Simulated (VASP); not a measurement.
Sr: single point with PBEsol

Crystal: Sr.

```xyz
2
Lattice="3.6274 0.0000 0.0000 -1.8137 3.1414 0.0000 0.0000 0.0000 5.9786" Properties=species:S:1:pos:R:3 pbc="T T T"
Sr    0.0000    2.0943    1.4946
Sr    1.8137    1.0471    4.4839
```

This cell differs from its parent crystal: volume scaled by 0.65.

```yaml
Program: VASP 6.6.1
Task: single point
Functional: PBEsol
Potentials_or_basis: VASP PAW PBE potentials, release 64 (Sr_sv)
Cutoff: 520 eV
k_mesh: 12 × 12 × 6
Occupations: fermi-dirac, width 0.1 eV
Spin: no spin polarisation
Dipole_correction: no
Further_INCAR_settings: ALGO = Normal; EDIFF = 1e-07; NBANDS = 17
```

- Pressure: 9.7 GPa
- Band gap on the k mesh: zero (band 10 reaches 3.60 eV, above the bottom of band 11 at 2.96 eV)

Stress tensor (GPa, compression positive):
```
9.63 0.00 0.00
0.00 9.63 0.00
0.00 0.00 9.80
```

Levels at points of the mesh, in eV from the Fermi level:
```
           k point  band 6  band 7  band 8  band 9  band 10  band 11  band 12  band 13  band 14  band 15
(0.00, 0.00, 0.00)  -17.27  -17.27  -17.27   -4.10    -1.35     1.35     2.80     2.87     2.87     3.54
(0.50, 0.00, 0.00)  -17.59  -17.48  -17.39   -0.97    -0.63    -0.35     0.85     2.09     2.72     2.91
(0.00, 0.00, 0.50)  -17.33  -17.33  -17.33   -2.67    -2.67     1.59     1.59     2.88     2.88     2.88
(0.50, 0.00, 0.50)  -17.50  -17.49  -17.49   -1.13    -1.13     0.74     0.74     2.22     2.22     4.13
```

It took 29 s on 1 thread of Intel(R) Xeon(R) 6975P-C (Granite Rapids), on a shared host, peak memory 0.23 GiB.

Caveat: the PAW data sets were made with another functional, which shifts forces and pressure a little.
